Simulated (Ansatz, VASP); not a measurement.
GaN in VASP and in Ansatz

File POSCAR:

```
GaN
1.0
    3.2149808699      0.0000000000      0.0000000000
   -1.6074904349      2.7842551060      0.0000000000
    0.0000000000      0.0000000000      5.2354614816
Ga N
2 2
Direct
    0.3333333333      0.6666666667     -0.0008868111
    0.6666666667      0.3333333333      0.4991131889
    0.3333333333      0.6666666667      0.3758868111
    0.6666666667      0.3333333333      0.8758868111
```

INCAR.step1

```
ALGO = Normal
EDIFF = 1E-4
ENCUT = 520
GGA = PE
ISMEAR = 0
LASPH = True
LCHARG = False
LREAL = False
LWAVE = True
NBANDS = 26
NELM = 100
PREC = Accurate
SIGMA = 0.01
```

File INCAR.step2:

```
ALGO = Normal
EDIFF = 1E-7
ENCUT = 520
ISIF = 2
ISMEAR = 0
ISTART = 1
LASPH = True
LCHARG = True
LELF = True
LMIXTAU = True
LREAL = False
LVHAR = True
LWAVE = False
METAGGA = R2SCAN
NBANDS = 26
NELM = 100
PREC = Accurate
SIGMA = 0.01
```

The input KPOINTS:

```
k-points
0
Gamma
  12 12 6
```

Input for Ansatz:

```yaml
crystal:
  lattice:
    - [3.2149808699, 0.0, 0.0]
    - [-1.6074904349, 2.784255106, 0.0]
    - [0.0, 0.0, 5.2354614816]
  atoms:
    - { symbol: Ga, position: [0.3333333333, 0.6666666667, -0.0008868111] }
    - { symbol: Ga, position: [0.6666666667, 0.3333333333, 0.4991131889] }
    - { symbol: "N", position: [0.3333333333, 0.6666666667, 0.3758868111] }
    - { symbol: "N", position: [0.6666666667, 0.3333333333, 0.8758868111] }
kpoints:
  mp_grid: { grid: [12, 12, 6] }
  band_path:
    path:
      - [0.0, 0.0, 0.0]
      - [0.5, 0.0, 0.0]
      - [0.3333333333, 0.3333333333, 0.0]
      - [0.0, 0.0, 0.5]
      - [0.5, 0.0, 0.5]
      - [0.3333333333, 0.3333333333, 0.5]
    npoints: 1
hamiltonian:
  xc: r2scan
scf:
  occupations: { method: fixed }
  n_extra_bands: 5
output:
  forces: true
  stress: true
  eigenvalues: true
```

Change from the starting cell: hydrostatic strain +1.0%.

Alike in both runs: task single point; functional r2SCAN; k mesh 12 × 12 × 6; no spin polarisation.

```csv
,VASP,Ansatz
version,VASP 6.6.1,Ansatz 0.2.0
potentials or method,"VASP PAW PBE potentials, release 64 (Ga_d, N)","plane waves, PAW"
plane-wave cutoff (eV),520,500
occupations,"gaussian, width 0.01 eV",fixed
valence electrons in the cell,36,36
```

|  | VASP | Ansatz | Ansatz less VASP |
| --- | --- | --- | --- |
| gap on the k mesh at the Fermi level (eV) | 2.14 | 2.14 | +0.006 |
| pressure (GPa) | -4.5 | -5.5 | -1.02 |
| rms of the force components (eV/Å) | 0.000 | 0.003 | +0.0030 |

VASP's potentials were made for PBE, not for r2SCAN. Atom by atom the forces differ by 0.003 eV/Å (rms over components).
